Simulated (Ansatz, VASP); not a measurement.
# ZnSe: VASP beside Ansatz

```xyz
4
Lattice="4.0261 0.0000 0.0000 0.0000 4.0261 0.0000 0.0000 0.0000 5.5286" Properties=species:S:1:pos:R:3 pbc="T T T"
Zn    0.0000    0.0000    0.0000
Zn    2.0131    2.0131    0.0000
Se    0.0000    2.0131    1.2826
Se    2.0131    0.0000    4.2460
```

Alike in both runs: task single point; functional PBEsol; k mesh 8 × 8 × 6; occupations gaussian, width 0.05 eV; no spin polarisation.

|  | VASP | Ansatz |
| --- | --- | --- |
| version | VASP 6.6.1 | Ansatz 0.2.0 |
| potentials or method | VASP PAW PBE potentials, release 64 (Zn, Se), cutoff 520 eV | scalar-relativistic, plane waves, PAW |
| valence electrons in the cell | 36 | 56 |

Ansatz gave:

```
gap on the k mesh at the Fermi level (eV)                     : 1.20
least direct gap on the mesh (eV)                             : 1.20
pressure (GPa)                                                : 8.7
traceless stress, the component that is largest in VASP (GPa) : 0.68
rms of the force components (eV/Å)                            : 0.878
```

**Question.** Estimate VASP's values.

**Answer.** gap on the k mesh at the Fermi level (eV): 1.18; least direct gap on the mesh (eV): 1.18; pressure (GPa): 9.1; traceless stress, the component that is largest in VASP (GPa): 0.63; rms of the force components (eV/Å): 0.909.

VASP's potentials were made for PBE, not for PBEsol, and Ansatz warns of the same on its side. Atom by atom the forces differ by 0.031 eV/Å (rms over components). VASP's potentials hold 36 valence electrons a cell and Ansatz's 56, so a difference there can come from the potentials and not from the codes.
